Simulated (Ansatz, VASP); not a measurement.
Given: the input of a run of VASP 6.6.1 on Ge.

The input POSCAR:

```
Ge
1.0
    0.0000000000      2.8289100000      2.8289100000
    2.8289100000      0.0000000000      2.8289100000
    2.8289100000      2.8289100000      0.0000000000
Ge
2
Direct
    0.2500000000      0.2500000000      0.2500000000
    1.0000000000      1.0000000000      1.0000000000
```

The input INCAR.step1:

```
SYSTEM = Ge
PREC = Accurate
ENCUT = 410
EDIFF = 1E-5
ISMEAR = 0
SIGMA = 0.05
LREAL = .False.
LASPH = .True.
NELM = 120
ALGO = Normal
ISIF = 2
LWAVE = .True.
LCHARG = .False.
NBANDS = 21
GGA = PE
GGA_COMPAT = .False.
```

File INCAR.step2:

```
SYSTEM = Ge
PREC = Accurate
ENCUT = 410
EDIFF = 1E-6
ISMEAR = 0
SIGMA = 0.05
LREAL = .False.
LASPH = .True.
NELM = 120
ALGO = Normal
ISIF = 2
LWAVE = .False.
LCHARG = .False.
GGA = PE
LHFCALC = .True.
AEXX = 0.25
HFSCREEN = 0.3
PRECFOCK = Normal
NBANDS = 21
ISTART = 1
GGA_COMPAT = .False.
```

Contents of KPOINTS:

```
Automatic mesh
0
Gamma
  4 4 4
  0 0 0
```

Potentials or basis: VASP PAW PBE potentials, release 64 (Ge_d).

Launch:

```sh
$ cat potpaw_PBE.64/Ge_d/POTCAR > POTCAR
$ cp INCAR.step1 INCAR
$ mpirun -np 1 vasp_std > vasp.out
$ cp INCAR.step2 INCAR
$ mpirun -np 1 vasp_std > vasp.out
```

**Question.** Set up the same calculation for Ansatz 0.2.0. Potentials there: Ansatz NC.

**Answer.** As run (the cutoff follows the program's own potentials):

input.yaml

```yaml
crystal:
  lattice: { a: 5.65782, b: 5.65782, c: 5.65782, alpha: 90.0, beta: 90.0, gamma: 90.0 }
  space_group: 227
  setting: { origin_choice: 1 }
  reduce_to_primitive: true
  atoms:
    - { symbol: Ge, wyckoff: "8a", position: [0.25, 0.25, 0.25] }
hamiltonian:
  xc: { exchange: pbe, correlation: pbe, exx: { coeff: 0.25, omega: 0.3 } }
  pseudopotentials: { kind: nc }
kpoints:
  mp_grid: { grid: [4, 4, 4] }
scf:
  occupations: { method: gaussian, width: 0.05 }
output:
  forces: true
  stress: true
  eigenvalues: true
```

Potentials or basis: Ansatz NC.

Launch:

```console
$ ansatz run input.yaml --threads 1 --pin off --max-ram 2560MiB --backend cpu --events-out ev --progress --plain --runs-dir out
```

Both were run:

|  | VASP | Ansatz | Ansatz less VASP |
| --- | --- | --- | --- |
| gap on the k mesh at the Fermi level (eV) | 0.72 | 0.58 | -0.142 |
| least direct gap on the mesh (eV) | 0.79 | 0.58 | -0.213 |

VASP's potentials were made for PBE, not for PBE-based screened hybrid.

The k mesh is coarse, so the values compare programs but aren't converged.
